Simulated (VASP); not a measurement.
# BeTe (F-43m) in VASP: single point with HSE06

Aim: the single point of BeTe with HSE06.

Everything below comes from runs of VASP 6.6.1. Logs are shortened: lines on timing, memory, paths and dates and some standing lists are left out, and cuts for length are marked.

## 1. The cell of the first run

It takes space group F-43m (No. 216, cubic). The conventional cell has a = 5.664 Å, b = 5.664 Å, c = 5.664 Å, α = 90.00°, β = 90.00°, γ = 90.00°. Be (site symmetry -43m) has 4 Te at 2.45 Å within 3.2 Å. Te (site symmetry -43m) has 4 Be at 2.45 Å within 3.2 Å.

## 2. Single point, HSE06

POSCAR reads:

```
BeTe
1.0
    0.0000000000      2.8319684230      2.8319684230
    2.8319684230      0.0000000000      2.8319684230
    2.8319684230      2.8319684230      0.0000000000
Be Te
1 1
Direct
    0.0000000000      0.0000000000      0.0000000000
    0.7500000000      0.7500000000      0.7500000000
```

INCAR.step1 reads:

```
SYSTEM = BeTe
  PREC = Accurate
  ENCUT = 520
  EDIFF = 1E-5
  ISMEAR = 0
  SIGMA = 0.02
  LREAL = .FALSE.
  LASPH = .TRUE.
  NELM = 80
  ALGO = Normal
  ISIF = 2
  LWAVE = .TRUE.
  LCHARG = .FALSE.
  NBANDS = 11
  GGA = PE
```

INCAR.step2 reads:

```
SYSTEM = BeTe
  PREC = Accurate
  ENCUT = 520
  EDIFF = 1E-6
  ISMEAR = 0
  SIGMA = 0.02
  LREAL = .FALSE.
  LASPH = .TRUE.
  NELM = 80
  ALGO = Normal
  ISIF = 2
  LWAVE = .FALSE.
  LCHARG = .FALSE.
  GGA = PE
  LHFCALC = .TRUE.
  HFSCREEN = 0.2079
  PRECFOCK = Normal
  NBANDS = 11
  ISTART = 1
```

KPOINTS reads:

```
Automatic mesh
0
G
  6 6 6
  0 0 0
```

Potentials or basis: VASP PAW PBE potentials, release 64 (Be, Te).

Run with:

```sh
cat potpaw_PBE.64/Be/POTCAR potpaw_PBE.64/Te/POTCAR > POTCAR
cp INCAR.step1 INCAR
mpirun -np 1 vasp_std > vasp.out
cp INCAR.step2 INCAR
mpirun -np 1 vasp_std > vasp.out
```

OUTCAR:

```text
SYSTEM = BeTe
   PREC = Accurate
   ENCUT = 520
   EDIFF = 1E-6
   ISMEAR = 0
   LREAL = .FALSE.
   LASPH = .TRUE.
   NELM = 80
   ISIF = 2
   GGA = PE
   LHFCALC = .TRUE.
   HFSCREEN = 0.2079
   PRECFOCK = Normal
   ISTART = 1

 ion  position               nearest neighbor table
   1  0.000  0.000  0.000-   2 2.45   2 2.45   2 2.45   2 2.45
   2  0.750  0.750  0.750-   1 2.45   1 2.45   1 2.45   1 2.45

  LATTYP: Found a face centered cubic cell.
 ALAT       =     5.6639368460

  Lattice vectors:

 A1 = (   0.0000000000,   2.8319684230,   2.8319684230)
 A2 = (   2.8319684230,   0.0000000000,   2.8319684230)
 A3 = (   2.8319684230,   2.8319684230,   0.0000000000)

Analysis of symmetry for initial positions (statically):
=====================================================================
 Subroutine PRICEL returns:
 Original cell was already a primitive cell.

 Routine SETGRP: Setting up the symmetry group for a
 face centered cubic supercell.

 Subroutine GETGRP returns: Found 24 space group operations
 (whereof 24 operations were pure point group operations)
 out of a pool of 48 trial point group operations.

The static configuration has the point symmetry T_d .

Analysis of symmetry for dynamics (positions and initial velocities):
=====================================================================
 Subroutine PRICEL returns:
 Original cell was already a primitive cell.

 Routine SETGRP: Setting up the symmetry group for a
 face centered cubic supercell.

 Subroutine GETGRP returns: Found 24 space group operations
 (whereof 24 operations were pure point group operations)
 out of a pool of 48 trial point group operations.

The dynamic configuration has the point symmetry T_d .

 Subroutine INISYM returns: Found 24 space group operations
 (whereof 24 operations are pure point group operations),
 and found     1 'primitive' translations

----------------------------------------------------------------------------------------

                                     Primitive cell

  volume of cell :      45.4250

  direct lattice vectors                    reciprocal lattice vectors
     0.000000000  2.831968423  2.831968423    -0.176555641  0.176555641  0.176555641
     2.831968423  0.000000000  2.831968423     0.176555641 -0.176555641  0.176555641
     2.831968423  2.831968423  0.000000000     0.176555641  0.176555641 -0.176555641

  length of vectors
     4.005008152  4.005008152  4.005008152     0.305803340  0.305803340  0.305803340

  position of ions in fractional coordinates (direct lattice)
     0.000000000  0.000000000  0.000000000
[... 88 lines left out ...]
     AMIX     =   0.40;   BMIX     =  1.00
     AMIX_MAG =   1.60;   BMIX_MAG =  1.00
  volume/ion in A,a.u.               =      22.71       153.27
  Fermi-wavevector in a.u.,A,eV,Ry     =   0.917642  1.734091 11.457005  0.842066
  Thomas-Fermi vector in A             =   2.042633
   LORBIT       =      0    0 simple, 1 ext, 2 COOP (PROOUT), +10 PAW based schemes
   GGA     = PE    functional components
   LHFCALC =     T    Hartree Fock is set to
   PRECFOCK=normal    Normal, Fast or Accurate (Low or Medium for compatibility)
   ENCUT4O =  -1.0   cutoff for four orbital integrals eV
   NKREDX  =     1    reduce k-point grid by
   NKREDY  =     1    reduce k-point grid by
   NKREDZ  =     1    reduce k-point grid by
   AEXX    =    0.2500 exact exchange contribution
   HFSCREEN=    0.2079 screening length (either q_TF or 0.3 A-1)
   HFSCREENC=   0.2079 screening length for correlation (either q_TF or 0.3 A-1)
   ENCUTFOCK=  -1.0 apply spherical cutoff to Coloumb kernel
   IVDW    =     0    specifies the selected vdW correction
   LEPSILON=     F    determine dielectric tensor
   LRPA    =     F    only Hartree local field effects (RPA)
 non-spin polarized calculation
 Gauss-broadening in eV      SIGMA  =   0.02
  energy-cutoff  :      520.00
  volume of cell :       45.43
 maximum number of plane-waves:      1243
 NGX is ok and might be reduce to    30
  NGX = 24; NGY = 24; NGZ = 24

 number of electron       8.0000000 magnetization

 Free energy of the ion-electron system (eV)
  ---------------------------------------------------
  ext. energy  EPLUGINS =         0.00000000
  ---------------------------------------------------
  free energy    TOTEN  =        -8.74980129 eV

  energy without entropy =       -8.74980129  energy(sigma->0) =       -8.74980129

 E-fermi :   4.5149     XC(G=0):  -7.5123

 val. band max:        4.4283443399   @ k =   0.0000   0.0000   0.0000
 cond. band min:       7.1095632304   @ k =   0.5000   0.5000   0.0000
 fundamental gap:      2.6812188905
 Fermi energy:         4.5149085908

 k-point     1 :       0.0000    0.0000    0.0000
  band No.  band energies     occupation
      1      -8.9005      2.00000
      2       4.4283      2.00000
      3       4.4283      2.00000
      4       4.4283      2.00000
      5       8.8919      0.00000
      6       8.9145      0.00000
      7       8.9145      0.00000
      8       8.9145      0.00000
      9      13.7625      0.00000
     10      15.6797      0.00000
     11      15.6797      0.00000
[... 197 lines left out ...]
 k-point    16 :      -0.3333    0.5000    0.1667
  band No.  band energies     occupation
      1      -6.8617      2.00000
      2      -0.7720      2.00000
      3       0.8354      2.00000
      4       1.1812      2.00000
      5       8.9197      0.00000
      6       9.5347      0.00000
      7      12.7762      0.00000
      8      13.1016      0.00000
      9      16.5594      0.00000
     10      17.3755      0.00000
     11      18.4551      0.00000

------------------------ aborting loop because EDIFF is reached ----------------------------------------

  FORCE on cell =-STRESS in cart. coord.  units (eV):
  Direction    XX          YY          ZZ          XY          YZ          ZX
  --------------------------------------------------------------------------------------
  -------------------------------------------------------------------------------------
  Total       -0.3259600     -0.3259600     -0.3259600      0.0000000      0.0000000      0.0000000
  in kB      -11.4968707    -11.4968707    -11.4968707      0.0000000      0.0000000      0.0000000
  external PRESSURE =     -11.4968707 kB  Pullay stress =       0.0000000 kB

 VOLUME and BASIS-vectors are now :
 -----------------------------------------------------------------------------
  energy-cutoff  :      520.00
  volume of cell :       45.43
      direct lattice vectors                 reciprocal lattice vectors
     0.000000000  2.831968423  2.831968423    -0.176555641  0.176555641  0.176555641
     2.831968423  0.000000000  2.831968423     0.176555641 -0.176555641  0.176555641
     2.831968423  2.831968423  0.000000000     0.176555641  0.176555641 -0.176555641

 POSITION                                       TOTAL-FORCE (eV/Angst)
 -----------------------------------------------------------------------------------
      0.00000      0.00000      0.00000        -0.000000     -0.000000     -0.000000
      4.24795      4.24795      4.24795         0.000000      0.000000      0.000000
 -----------------------------------------------------------------------------------
    total drift:                                0.000000      0.000000      0.000000

  FREE ENERGIE OF THE ION-ELECTRON SYSTEM (eV)
  ---------------------------------------------------
  free  energy   TOTEN  =        -8.7498012886 eV

  energy  without entropy=       -8.7498012886  energy(sigma->0) =       -8.74980129
```

OSZICAR.step1:

```text
N       E                     dE             d eps       ncg     rms          rms(c)
DAV:   1     0.185882613123E+02    0.18588E+02   -0.32173E+03   352   0.580E+02
DAV:   2    -0.666784358156E+01   -0.25256E+02   -0.24186E+02   440   0.892E+01
DAV:   3    -0.772805276125E+01   -0.10602E+01   -0.10588E+01   474   0.197E+01
DAV:   4    -0.773933594435E+01   -0.11283E-01   -0.11282E-01   436   0.224E+00
DAV:   5    -0.773952505641E+01   -0.18911E-03   -0.18911E-03   426   0.273E-01    0.401E+00
DAV:   6    -0.764618984373E+01    0.93335E-01   -0.10751E-01   409   0.132E+00    0.241E+00
DAV:   7    -0.761779969544E+01    0.28390E-01   -0.95014E-02   409   0.135E+00    0.452E-01
DAV:   8    -0.761853361848E+01   -0.73392E-03   -0.58897E-03   394   0.441E-01    0.737E-02
DAV:   9    -0.761878724496E+01   -0.25363E-03   -0.32692E-04   425   0.106E-01    0.285E-02
DAV:  10    -0.761884853518E+01   -0.61290E-04   -0.75032E-05   399   0.443E-02    0.145E-02
DAV:  11    -0.761885133582E+01   -0.28006E-05   -0.26825E-06   322   0.983E-03
   1 F= -.76188513E+01 E0= -.76188513E+01  d E =-.827715E-20
```

It took 11 min on 1 thread of Intel Xeon 6975P-C, shared host; peak memory 0.3 GiB.

What came out:

| Item | Value |
| --- | --- |
| Free energy | -8.7498 eV |
| Pressure | -1.1 GPa |
| Band gap on the k mesh | 2.68 eV, indirect (least direct gap 4.46 eV) |

Levels at points of the mesh, in eV from the valence-band top:
```tsv
k point	band 1	band 2	band 3	band 4	band 5	band 6	band 7	band 8	band 9
(0.00, 0.00, 0.00)	-13.33	0.00	0.00	0.00	4.46	4.49	4.49	4.49	9.33
(0.50, 0.00, 0.00)	-11.86	-5.99	-1.19	-1.19	3.78	5.48	5.48	8.84	12.03
(0.50, 0.50, 0.00)	-11.32	-5.56	-2.81	-2.81	2.68	3.40	10.96	10.96	12.76
```

Caveat: the PAW data sets were made with another functional, which shifts forces and pressure a little; spin-orbit coupling is left out, which moves the levels of the heavy elements. A k mesh can miss the band edges.
